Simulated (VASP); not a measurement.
# Mg (P6_3/mmc) in VASP: further runs

Mg is run at these levels: PBE; tasks: single point.

Program: VASP 6.6.1. These are calculated values, not measurements. Logs are shortened: lines on timing, memory, paths and dates and some standing lists are left out, and cuts for length are marked.

## (1) The cell of the first run

Symmetry: P6_3/mmc, No. 194, hexagonal system. The conventional cell has a = 3.209 Å, b = 3.209 Å, c = 5.210 Å, α = 90.00°, β = 90.00°, γ = 120.00°. Within 4.2 Å of Mg (site symmetry -6m2) lie 12 Mg at 3.20 to 3.21 Å.

## (2) Single point, PBE

INCAR reads:

```
ALGO = Normal
EDIFF = 1E-6
ENCUT = 520
GGA = PE
ISIF = 2
ISMEAR = -1
LASPH = True
LCHARG = False
LREAL = False
LWAVE = False
NBANDS = 9
NELM = 60
PREC = Accurate
SIGMA = 0.1
```

KPOINTS reads:

```
k-points
0
Gamma
  10 10 6
```

POSCAR reads:

```
Mg
1.0
    3.2093000000      0.0000000000      0.0000000000
   -1.6046500000      2.7793353300      0.0000000000
    0.0000000000      0.0000000000      5.2103000000
Mg
2
Direct
    0.3333333333      0.6666666667      0.2500000000
    0.6666666667      0.3333333333      0.7500000000
```

Potentials or basis: VASP PAW PBE potentials, release 64 (Mg).

Command:

```bash
$ cat potpaw_PBE.64/Mg/POTCAR > POTCAR
$ mpirun -np 1 vasp_std > vasp.out
```

OUTCAR:

```text
EDIFF = 1E-6
   ENCUT = 520
   GGA = PE
   ISIF = 2
   ISMEAR = -1
   LASPH = True
   LREAL = False
   NELM = 60
   PREC = Accurate

 ion  position               nearest neighbor table
   1  0.333  0.667  0.250-   2 3.20   2 3.20   2 3.20   2 3.20   2 3.20   2 3.20
   2  0.667  0.333  0.750-   1 3.20   1 3.20   1 3.20   1 3.20   1 3.20   1 3.20

  LATTYP: Found a hexagonal cell.
 ALAT       =     3.2093000000
 C/A-ratio  =     1.6235004518

  Lattice vectors:

 A1 = (   3.2093000000,   0.0000000000,   0.0000000000)
 A2 = (  -1.6046500000,   2.7793353300,   0.0000000000)
 A3 = (   0.0000000000,   0.0000000000,   5.2103000000)

Analysis of symmetry for initial positions (statically):
=====================================================================
 Subroutine PRICEL returns:
 Original cell was already a primitive cell.

 Routine SETGRP: Setting up the symmetry group for a
 hexagonal supercell.

 Subroutine GETGRP returns: Found 24 space group operations
 (whereof 12 operations were pure point group operations)
 out of a pool of 24 trial point group operations.

The static configuration has the point symmetry D_3d.
 The point group associated with its full space group is D_6h.

Analysis of symmetry for dynamics (positions and initial velocities):
=====================================================================
 Subroutine PRICEL returns:
 Original cell was already a primitive cell.

 Routine SETGRP: Setting up the symmetry group for a
 hexagonal supercell.

 Subroutine GETGRP returns: Found 24 space group operations
 (whereof 12 operations were pure point group operations)
 out of a pool of 24 trial point group operations.

The dynamic configuration has the point symmetry D_3d.
 The point group associated with its full space group is D_6h.

 Subroutine INISYM returns: Found 24 space group operations
 (whereof 12 operations are pure point group operations),
 and found     1 'primitive' translations

----------------------------------------------------------------------------------------

                                     Primitive cell

  volume of cell :      46.4744

  direct lattice vectors                    reciprocal lattice vectors
     3.209300000  0.000000000  0.000000000     0.311594429  0.179899127  0.000000000
    -1.604650000  2.779335330  0.000000000     0.000000000  0.359798254  0.000000000
     0.000000000  0.000000000  5.210300000     0.000000000  0.000000000  0.191927528

  length of vectors
     3.209300000  3.209300001  5.210300000     0.359798255  0.359798254  0.191927528

  position of ions in fractional coordinates (direct lattice)
     0.333333333  0.666666667  0.250000000
     0.666666667  0.333333333  0.750000000

  ion indices of the primitive-cell ions
   primitive index   ion index
                 1           1
                 2           2

----------------------------------------------------------------------------------------

 KPOINTS: k-points

Automatic generation of k-mesh.
 Grid dimensions read from file:
 generate k-points for:   10   10    6

 Generating k-lattice:

  Cartesian coordinates                     Fractional coordinates (reciprocal lattice)
     0.031159443  0.017989913  0.000000000     0.100000000 -0.000000000  0.000000000
     0.000000000  0.035979825  0.000000000     0.000000000  0.100000000  0.000000000
     0.000000000  0.000000000  0.031987921     0.000000000  0.000000000  0.166666667

  Length of vectors
     0.035979825  0.035979825  0.031987921

  Shift w.r.t. Gamma in fractional coordinates (k-lattice)
     0.000000000  0.000000000  0.000000000

 Subroutine IBZKPT returns following result:
 ===========================================

 Found     56 irreducible k-points:

 Following reciprocal coordinates:
            Coordinates               Weight
  0.000000  0.000000  0.000000      1.000000
  0.100000 -0.000000  0.000000      6.000000
  0.200000 -0.000000  0.000000      6.000000
  0.300000  0.000000  0.000000      6.000000
  0.400000  0.000000  0.000000      6.000000
  0.500000  0.000000  0.000000      3.000000
[... 16 lines left out ...]
  0.300000  0.100000  0.166667     24.000000
  0.400000  0.100000  0.166667     24.000000
 [... further k-points ...]
   k-points           NKPTS =     56   k-points in BZ     NKDIM =     56   number of bands    NBANDS=      9
   number of dos      NEDOS =    301   number of ions     NIONS =      2
   total plane-waves  NPLWV =  23040
   dimension x,y,z NGX =    24 NGY =   24 NGZ =   40
   dimension x,y,z NGXF=    48 NGYF=   48 NGZF=   80
   ions per type =               2
   NGX,Y,Z   is equivalent  to a cutoff of  12.43, 12.43, 12.76 a.u.
   NGXF,Y,Z  is equivalent  to a cutoff of  24.86, 24.86, 25.53 a.u.
 SYSTEM =  unknown system
   PREC   = accura    normal or accurate (medium, high low for compatibility)
   ISTART =      0    job   : 0-new  1-cont  2-samecut
   ICHARG =      2    charge: 1-file 2-atom 10-const
   ISPIN  =      1    spin polarized calculation?
   LNONCOLLINEAR =      F non collinear calculations
   LSORBIT =      F    spin-orbit coupling
   LASPH  =      T    aspherical Exc in radial PAW
   ENCUT  =  520.0 eV  38.22 Ry    6.18 a.u.   5.97  5.97  9.69*2*pi/ulx,y,z
   NELM   =     60;   NELMIN=  2; NELMDL= -5     # of ELM steps
   EDIFF  = 0.1E-05   stopping-criterion for ELM
   LREAL  =      F    real-space projection
   EDIFFG = 0.1E-04   stopping-criterion for IOM
   NSW    =      0    number of steps for IOM
   IBRION =     -1    ionic relax: 0-MD 1-quasi-New 2-CG
   NFREE  =      0    steps in history (QN), initial steepest desc. (CG)
   ISIF   =      2    stress and relaxation
   ISYM   =      2    0-nonsym 1-usesym 2-fastsym
   POTIM  = 0.5000    time-step for ionic-motion
   TEBEG  =    0.0;   TEEND  =   0.0 temperature during run
   PSTRESS=    0.0 pullay stress
   NELECT =       4.0000    total number of electrons
   NUPDOWN=      -1.0000    fix difference up-down
   EMIN   =  10.00;   EMAX   =-10.00  energy-range for DOS
   EFERMI =   0.00;   METHOD = LEGACY
   ISMEAR =    -1;   SIGMA  =   0.10  broadening in eV -4-tet -1-fermi 0-gaus
   EFERMI_NEDOS =   21; number of points for ismear=-14 and -15
   IALGO  =     38    algorithm
   IMIX   =      4    mixing-type and parameters
     AMIX     =   0.40;   BMIX     =  1.00
     AMIX_MAG =   1.60;   BMIX_MAG =  1.00
  volume/ion in A,a.u.               =      23.24       156.81
  Fermi-wavevector in a.u.,A,eV,Ry     =   0.722809  1.365911  7.108401  0.522453
  Thomas-Fermi vector in A             =   1.812866
   LORBIT       =      0    0 simple, 1 ext, 2 COOP (PROOUT), +10 PAW based schemes
   GGA     = PE    functional components
   LHFCALC =     F    Hartree Fock is set to
   AEXX    =    0.0000 exact exchange contribution
   IVDW    =     0    specifies the selected vdW correction
   LEPSILON=     F    determine dielectric tensor
   LRPA    =     F    only Hartree local field effects (RPA)
 non-spin polarized calculation
  energy-cutoff  :      520.00
  volume of cell :       46.47
 maximum number of plane-waves:      1276
 NGX is ok and might be reduce to    24
   NGX = 11   NGY = 11   NGZ = 19

 number of electron       4.0000000 magnetization

 Free energy of the ion-electron system (eV)
  ---------------------------------------------------
  ext. energy  EPLUGINS =         0.00000000
  ---------------------------------------------------
  free energy    TOTEN  =        -3.02463807 eV

  energy without entropy =       -2.99315675  energy(sigma->0) =       -3.00889741

 E-fermi :   2.6458     XC(G=0):  -8.4534

 val. band max:        2.6389145974   @ k =   0.3000   0.3000   0.0000
 cond. band min:       2.6736783567   @ k =   0.4000   0.2000   0.5000
 fundamental gap:      0.0347637593
 Fermi energy:         2.6458417263

 k-point     1 :       0.0000    0.0000    0.0000
  band No.  band energies     occupation
      1      -4.3090      2.00000
      2       0.9075      2.00000
      3       1.3278      2.00000
      4      13.4392      0.00000
      5      13.4392      0.00000
      6      13.5281      0.00000
      7      13.5281      0.00000
      8      14.3315      0.00000
      9      15.8818      0.00000

 k-point     2 :       0.1000   -0.0000    0.0000
  band No.  band energies     occupation
      1      -4.1138      2.00000
      2       1.0861      2.00000
      3       1.5176      1.99997
      4      10.6591      0.00000
      5      12.0077      0.00000
      6      12.8098      0.00000
      7      15.1980      0.00000
      8      15.2149      0.00000
      9      15.3360      0.00000

 k-point     3 :       0.2000   -0.0000    0.0000
  band No.  band energies     occupation
      1      -3.5306      2.00000
      2       1.6225      1.99993
      3       2.0760      1.99332
      4       7.7060      0.00000
      5      10.8584      0.00000
      6      11.3332      0.00000
      7      12.4077      0.00000
      8      13.5609      0.00000
      9      15.3944      0.00000

 k-point     4 :       0.3000    0.0000    0.0000
  band No.  band energies     occupation
      1      -2.5664      2.00000
      2       2.5175      1.56610
      3       2.9239      0.11678
      4       5.1012      0.00000
      5       9.6798      0.00000
      6       9.7304      0.00000
      7      10.0392      0.00000
      8      11.9141      0.00000
      9      14.4775      0.00000

 k-point     5 :       0.4000    0.0000    0.0000
  band No.  band energies     occupation
      1      -1.2331      2.00000
      2       2.3998      1.84270
      3       3.7705      0.00003
      4       4.5219      0.00000
      5       7.3940      0.00000
      6       7.8271      0.00000
      7       9.5490      0.00000
      8      11.0247      0.00000
      9      13.9191      0.00000

 k-point     6 :       0.5000    0.0000    0.0000
  band No.  band energies     occupation
      1       0.4486      2.00000
      2       0.4499      2.00000
      3       5.2141      0.00000
      4       5.5878      0.00000
      5       5.8161      0.00000
      6       6.2283      0.00000
      7       9.3858      0.00000
      8      10.7541      0.00000
      9      13.7320      0.00000
[... 169 lines left out ...]
 k-point    21 :       0.1000    0.1000    0.1667
  band No.  band energies     occupation
      1      -3.5712      2.00000
      2       0.0362      2.00000
      3       3.5618      0.00021
      4       9.2546      0.00000
      5       9.5559      0.00000
      6      12.5237      0.00000
      7      12.7434      0.00000
      8      13.6168      0.00000
      9      14.9407      0.00000

 k-point    22 :       0.2000    0.1000    0.1667
  band No.  band energies     occupation
      1      -2.7987      2.00000
      2       0.7757      2.00000
      3       4.2323      0.00000
      4       6.6157      0.00000
      5       8.3109      0.00000
      6      10.0291      0.00000
      7      11.6620      0.00000
      8      13.1631      0.00000
      9      13.8239      0.00000

 k-point    23 :       0.3000    0.1000    0.1667
  band No.  band energies     occupation
      1      -1.6517      2.00000
      2       1.8518      1.99929
      3       3.9082      0.00001
      4       5.4802      0.00000
      5       7.0961      0.00000
      6       8.0877      0.00000
      7      10.6473      0.00000
      8      11.3666      0.00000
      9      13.3201      0.00000

 k-point    24 :       0.4000    0.1000    0.1667
  band No.  band energies     occupation
      1      -0.1461      2.00000
      2       1.6684      1.99989
      3       3.4290      0.00079
      4       5.1620      0.00000
      5       6.5868      0.00000
      6       7.5916      0.00000
      7       9.0055      0.00000
      8      10.8063      0.00000
      9      12.9838      0.00000

 [... further k-points ...]
[... 5 lines left out ...]
  --------------------------------------------------------------------------------------
  -------------------------------------------------------------------------------------
  Total       -0.1764568     -0.1764568     -0.0359880      0.0000000      0.0000000      0.0000000
  in kB       -6.0832419     -6.0832419     -1.2406633      0.0000000      0.0000000      0.0000000
  external PRESSURE =      -4.4690490 kB  Pullay stress =       0.0000000 kB

 VOLUME and BASIS-vectors are now :
 -----------------------------------------------------------------------------
  energy-cutoff  :      520.00
  volume of cell :       46.47
      direct lattice vectors                 reciprocal lattice vectors
     3.209300000  0.000000000  0.000000000     0.311594429  0.179899127  0.000000000
    -1.604650000  2.779335330  0.000000000     0.000000000  0.359798254  0.000000000
     0.000000000  0.000000000  5.210300000     0.000000000  0.000000000  0.191927528

 POSITION                                       TOTAL-FORCE (eV/Angst)
 -----------------------------------------------------------------------------------
     -0.00000      1.85289      1.30258        -0.000000     -0.000000      0.000000
      1.60465      0.92645      3.90773         0.000000      0.000000      0.000000
 -----------------------------------------------------------------------------------
    total drift:                                0.000000     -0.000000      0.000000

  FREE ENERGIE OF THE ION-ELECTRON SYSTEM (eV)
  ---------------------------------------------------
  free  energy   TOTEN  =        -3.0246380709 eV

  energy  without entropy=       -2.9931567451  energy(sigma->0) =       -3.00889741
```

Wall time 7.3 s (1 thread of AMD EPYC 9R45 (Zen 5), shared host); peak memory 0.13 GiB.

What came out:

| Item | Value |
| --- | --- |
| Free energy | -3.0246 eV |
| Pressure | -0.4 GPa |
| Band gap on the k mesh | zero (band 2 reaches 3.23 eV, above the bottom of band 3 at 1.33 eV) |

## (3) Single point, PBE

This run uses another cell than the first one, of 24.17 Å³/atom, 1.040 times its volume.

INCAR reads:

```
PREC     = Accurate       # precision mode
ENCUT    = 520            # plane-wave cutoff, eV
EDIFF    = 1E-7           # SCF threshold, eV
ISMEAR   = -1             # smearing method
SIGMA    = 0.1            # smearing width, eV
LREAL    = False          # projectors in reciprocal space
LASPH    = True           # aspherical terms in the spheres
NELM     = 100            # most SCF steps
ALGO     = Normal         # electronic algorithm
ISIF     = 2              # what is computed and relaxed
LWAVE    = False          # write WAVECAR
LCHARG   = False          # write CHGCAR
GGA      = PE             # functional
NBANDS   = 9              # bands
```

KPOINTS reads:

```
Automatic mesh
0
Gamma
  10 10 6
```

POSCAR reads:

```
Mg
1.0
    3.2515324747      0.0000000000      0.0000000000
   -1.6257662373      2.8159097260      0.0000000000
    0.0000000000      0.0000000000      5.2788644417
Mg
2
Direct
    0.3333333333      0.6666666667      0.2500000000
    0.6666666667      0.3333333333      0.7500000000
```

Potentials or basis: VASP PAW PBE potentials, release 64 (Mg).

Command:

```bash
$ cat potpaw_PBE.64/Mg/POTCAR > POTCAR
$ mpirun -np 1 vasp_std > vasp.out
```

It took 8.2 s on 1 thread of AMD EPYC 9R45 (Zen 5), shared host; peak memory 0.14 GiB.

Results (log left out):

| Property | Result |
| --- | --- |
| Free energy | -3.0120 eV |
| Pressure | -1.7 GPa |
| Band gap on the k mesh | zero (band 2 reaches 3.05 eV, above the bottom of band 3 at 1.13 eV) |

Stress tensor (GPa, compression positive):
```
-1.86  0.00  0.00
 0.00 -1.86  0.00
 0.00  0.00 -1.34
```

Levels at points of the mesh, in eV from the Fermi level:
```
           k point  band 1  band 2  band 3  band 4  band 5
(0.00, 0.00, 0.00)   -6.79   -1.67   -1.32   10.57   10.57
(0.50, 0.00, 0.00)   -2.16   -2.13    2.51    2.93    3.06
(0.00, 0.00, 0.50)   -5.44   -5.44    4.81    4.81   11.31
(0.50, 0.00, 0.50)   -1.12   -1.12   -0.53   -0.53    7.69
```

## (4) Single point, PBE

This run uses another cell than the first one, of 25.10 Å³/atom, 1.080 times its volume.

INCAR reads:

```
ALGO = Normal
EDIFF = 1E-7
ENCUT = 520
GGA = PE
ISIF = 2
ISMEAR = -1
LASPH = True
LCHARG = True
LELF = True
LREAL = False
LVHAR = True
LWAVE = False
NBANDS = 9
NELM = 100
PREC = Accurate
SIGMA = 0.1
```

KPOINTS reads:

```
k-points
0
Gamma
  10 10 6
```

POSCAR reads:

```
Mg
1.0
    3.2926954834      0.0000000000      0.0000000000
   -1.6463477417      2.8515579372      0.0000000000
    0.0000000000      0.0000000000      5.3456926050
Mg
2
Direct
    0.3333333333      0.6666666667      0.2500000000
    0.6666666667      0.3333333333      0.7500000000
```

Command:

```bash
$ cat potpaw_PBE.64/Mg/POTCAR > POTCAR
$ mpirun -np 1 vasp_std > vasp.out
```

Wall time 8.5 s (1 thread of AMD EPYC 9R45 (Zen 5), shared host); peak memory 0.14 GiB.

Results (log left out):

```yaml
Free_energy: -2.9864 eV
Pressure: -2.7 GPa
Band_gap_on_the_k_mesh: zero (band 2 reaches 2.87 eV, above the bottom of band 3 at 0.94 eV)
```

Stress tensor (GPa, compression positive):
```
-2.88  0.00  0.00
 0.00 -2.88  0.00
 0.00  0.00 -2.33
```

Levels at points of the mesh, in eV from the Fermi level:
```
           k point  band 1  band 2  band 3  band 4  band 5  band 6  band 7
(0.00, 0.00, 0.00)   -6.63   -1.61   -1.32   10.30   10.30   10.36   10.36
(0.50, 0.00, 0.00)   -2.13   -2.06    2.47    2.91    2.96    3.37    6.36
(0.00, 0.00, 0.50)   -5.32   -5.32    4.70    4.70   11.09   11.09   11.09
(0.50, 0.00, 0.50)   -1.08   -1.08   -0.54   -0.54    7.49    7.49    7.67
```

## (5) Overview

```tsv
cell	gap on the mesh (eV)	pressure (GPa)
a = 3.209, b = 3.209, c = 5.210 Å, angles 90.0, 90.0, 120.0°, 2 atoms	none	-0.4
a = 3.252, b = 3.252, c = 5.279 Å, angles 90.0, 90.0, 120.0°, 2 atoms	none	-1.7
a = 3.293, b = 3.293, c = 5.346 Å, angles 90.0, 90.0, 120.0°, 2 atoms	none	-2.7
```

Alike in all rows: task single point; level PBE; potentials or basis VASP PAW PBE potentials, release 64 (Mg); no spin polarisation; k mesh 10 × 10 × 6; cutoff (eV) 520; smearing fermi-dirac 0.1 eV.

Absolute energies hang on the potentials; compare differences alone.
